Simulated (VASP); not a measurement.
Write the native input for VASP 6.6.1 that does the following.

* Task: single point
* Functional: LDA
* Potentials or basis: VASP PAW LDA potentials, release 64 (Zr_sv, C)
* Cutoff: 520 eV
* k mesh: 15 × 15 × 15
* Occupations: fermi-dirac, width 0.05 eV
* Spin: no spin polarisation
* Dipole correction: no
* Further INCAR settings: ALGO = Normal; EDIFF = 1e-06; NBANDS = 15

The structure of ZrC lies in POSCAR:

```
ZrC
1.0
    0.0000000000      2.3502100000      2.3502100000
    2.3502100000      0.0000000000      2.3502100000
    2.3502100000      2.3502100000      0.0000000000
Zr C
1 1
Direct
    0.5000000000      0.5000000000      0.5000000000
    0.0000000000      0.0000000000      0.0000000000
```

One way to write it, as run:

INCAR

```
SYSTEM = ZrC
PREC = Accurate
ENCUT = 520
EDIFF = 1E-6
ISMEAR = -1
SIGMA = 0.05
LREAL = .False.
LASPH = .True.
NELM = 80
ALGO = Normal
ISIF = 2
LWAVE = .False.
LCHARG = .False.
GGA = CA
NBANDS = 15
```

KPOINTS

```
regular mesh
0
Gamma
  15 15 15
  0 0 0
```

Potentials or basis: VASP PAW LDA potentials, release 64 (Zr_sv, C).

The run is started by

```console
$ cat potpaw_LDA.64/Zr_sv/POTCAR potpaw_LDA.64/C/POTCAR > POTCAR
$ mpirun -np 1 vasp_std > vasp.out
```

It gave:

```yaml
Pressure: -8.1 GPa
Band_gap_on_the_k_mesh: zero (bands 8 and 9 overlap by 1.31 eV)
```

Caveat: the cell stands under tension.

It took 64 s on 1 thread of Intel Xeon 8259CL (shared host), peak memory 0.18 GiB.
